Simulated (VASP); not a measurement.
# C: single point with r2SCAN

C:

```
C
1.0
     0.00000    1.77408    1.77408
     1.77408    0.00000    1.77408
     1.77408    1.77408    0.00000
C
2
Cartesian
  0.0000 0.0000 0.0000
  0.8870 0.8870 0.8870
```

| Property | Result |
| --- | --- |
| Program | VASP 6.6.1 |
| Task | single point |
| Functional | r2SCAN |
| Potentials or basis | VASP PAW PBE potentials, release 64 (C) |
| Cutoff | 520 eV |
| k mesh | 16 × 16 × 16 |
| Occupations | fermi-dirac, width 0.1 eV |
| Spin | no spin polarisation |
| Dipole correction | no |
| Further INCAR settings | ALGO = Normal; EDIFF = 1e-07; NBANDS = 11 |

The pressure is 5.9 GPa and the band gap on the k mesh is 4.36 eV, indirect (least direct gap 5.88 eV).

Levels at points of the mesh, in eV from the valence-band top:
| k point | band 1 | band 2 | band 3 | band 4 | band 5 | band 6 | band 7 | band 8 |
| --- | --- | --- | --- | --- | --- | --- | --- | --- |
| (0.00, 0.00, 0.00) | -22.91 | 0.00 | 0.00 | 0.00 | 5.88 | 5.88 | 5.88 | 14.20 |
| (0.50, 0.00, 0.00) | -16.87 | -14.22 | -3.02 | -3.02 | 8.94 | 8.94 | 9.35 | 16.85 |
| (0.50, 0.50, 0.00) | -13.70 | -13.70 | -6.76 | -6.76 | 5.03 | 5.03 | 18.12 | 18.12 |

Wall time 44 s on 1 thread of Intel(R) Xeon(R) Platinum 8488C (Sapphire Rapids), with other jobs on the host, peak memory 0.12 GiB.

Caveat: the PAW data sets were made with another functional, which shifts forces and pressure a little. r2SCAN opens gaps a little over a GGA but as a rule still falls short of measured ones.
